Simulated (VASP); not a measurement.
Ta4C3: single point with PBEsol

Ta4C3:

```xyz
7
Lattice="-3.1033 0.0000 0.0000 -1.5516 -2.6875 0.0000 0.9310 0.8958 10.1645" Properties=species:S:1:pos:R:3 pbc="T T T"
Ta   -1.4442   -0.8338    1.9248
Ta   -1.4442   -0.8338    9.5814
Ta    0.1075    0.0620    7.0959
Ta   -2.9958   -1.7296    4.5989
C    -1.4442   -0.8338    5.8652
C    -4.5475   -2.6255    0.5824
C     0.1075    0.0620    3.2818
```

This cell differs from its parent crystal: the part above a cut slid along it.

```
Program             : VASP 6.6.1
Task                : single point
Functional          : PBEsol
Potentials or basis : VASP PAW PBE potentials, release 64 (Ta_pv, C)
Cutoff              : 520 eV
k mesh              : 14 × 14 × 4
Occupations         : gaussian, width 0.15 eV
Spin                : no spin polarisation
```

```
Pressure               : 11.1 GPa
Largest force          : 10.395 eV/Å
Band gap on the k mesh : zero (bands 28 and 29 overlap by 0.63 eV)
```

Forces on the atoms (eV/Å):
```
Ta   0.089 -0.146  1.551
Ta  -6.697  4.358 -6.649
Ta  -0.352 -0.012  0.012
Ta   0.038  0.016 -0.095
C    0.056 -0.006  0.104
C    6.851 -4.268  5.236
C    0.016  0.058 -0.158
```

Stress tensor (GPa, compression positive):
```
10.15 -7.31 16.32
-7.31  6.53 -9.06
16.32 -9.06 16.66
```

Levels at points of the mesh, in eV from the Fermi level:
| k point | band 25 | band 26 | band 27 | band 28 | band 29 | band 30 | band 31 | band 32 |
| --- | --- | --- | --- | --- | --- | --- | --- | --- |
| (0.00, 0.00, 0.00) | -2.26 | -1.25 | -0.47 | -0.42 | 0.05 | 0.79 | 1.03 | 1.23 |
| (0.50, 0.00, 0.00) | -2.04 | -1.46 | -1.05 | -0.29 | 0.83 | 1.91 | 2.29 | 3.62 |
| (0.00, 0.50, 0.00) | -1.96 | -1.77 | -0.65 | -0.40 | 1.44 | 1.86 | 2.48 | 3.60 |
| (0.50, 0.50, 0.00) | -2.54 | -1.78 | -0.75 | 0.13 | 1.76 | 2.78 | 3.24 | 3.61 |
| (0.00, 0.00, 0.50) | -1.87 | -1.52 | -0.49 | -0.42 | -0.03 | 0.44 | 1.00 | 1.25 |
| (0.50, 0.00, 0.50) | -2.19 | -1.57 | -0.77 | -0.17 | 0.33 | 2.44 | 2.52 | 3.53 |
| (0.00, 0.50, 0.50) | -2.20 | -1.78 | -0.69 | 0.01 | 1.14 | 1.93 | 2.74 | 3.59 |
| (0.50, 0.50, 0.50) | -2.35 | -1.84 | -0.61 | -0.13 | 1.97 | 2.26 | 3.62 | 3.68 |

Wall time 13 min on 1 thread of AMD EPYC 9R45 96-Core Processor (Zen 5) (shared host), peak memory 0.89 GiB.

Caveat: the cell differs from its parent crystal (the part above a cut slid along it); the stress differs along the axes, from 7 to 17 GPa; the PAW data sets were made with another functional, which shifts forces and pressure a little; spin-orbit coupling is left out, which moves the levels of the heavy elements.
